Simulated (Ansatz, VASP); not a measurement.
## One calculation of BP, two programs

```
B P
1.0
     0.00000    2.26204    2.26204
     2.26204    0.00000    2.26204
     2.26204    2.26204    0.00000
B P
1 1
Direct
  0.00000 0.00000 0.00000
  0.25000 0.25000 0.25000
```

Alike in both runs: functional PBEsol; k mesh 8 × 8 × 8; occupations gaussian, width 0.1 eV; no spin polarisation.

Ansatz relaxed the structure, and its values are those at the end. VASP's run is a single point on that final structure, the one shown.

|  | VASP | Ansatz |
| --- | --- | --- |
| version | VASP 6.6.1 | Ansatz 0.2.0 |
| potentials or method | VASP PAW PBE potentials, release 64 (B, P), cutoff 500 eV | scalar-relativistic, plane waves, PAW |
| valence electrons in the cell | 8 | 8 |

```tsv
	VASP	Ansatz	Ansatz less VASP
gap on the k mesh at the Fermi level (eV)	1.15	1.16	+0.004
least direct gap on the mesh (eV)	3.37	3.38	+0.006
pressure (GPa)	-0.3	-0.4	-0.11
```

VASP's potentials were made for PBE, not for PBEsol. With one functional, cell and mesh, what is left measures potentials, basis and numerics.
